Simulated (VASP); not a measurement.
Runs of VASP 6.6.1 on BW2. The structure is that of space group P4/mmm (No. 123), or close to it. The cells are those of the table. 

```tsv
cell	k mesh	gap on the mesh (eV)	largest force (eV/Å)
a = 2.692, b = 2.692, c = 28.820 Å, 3 atoms	6 × 6 × 1	none	0.05
a = 2.692, b = 2.692, c = 28.820 Å, 3 atoms	18 × 18 × 1	none	0.08
a = 2.810, b = 2.810, c = 17.000 Å, 3 atoms	6 × 6 × 1	none	1.25
a = 2.697, b = 2.697, c = 28.820 Å, 3 atoms	18 × 18 × 1	none	(a)
```

Alike in all rows: task single point; level PBE; potentials or basis VASP PAW PBE potentials, release 64 (B, W_sv); no spin polarisation; cutoff (eV) 520; smearing gaussian 0.1 eV.

Question: Estimate the missing entries.

Answer: (a) 0.04.

Caveats: some runs use coarse meshes; spin-orbit coupling is left out, which moves the levels of the heavy elements.

A k mesh can miss the band edges, and the runs leave out spin-orbit coupling on W.

A gap of «none» marks levels without a gap at the run's occupations.
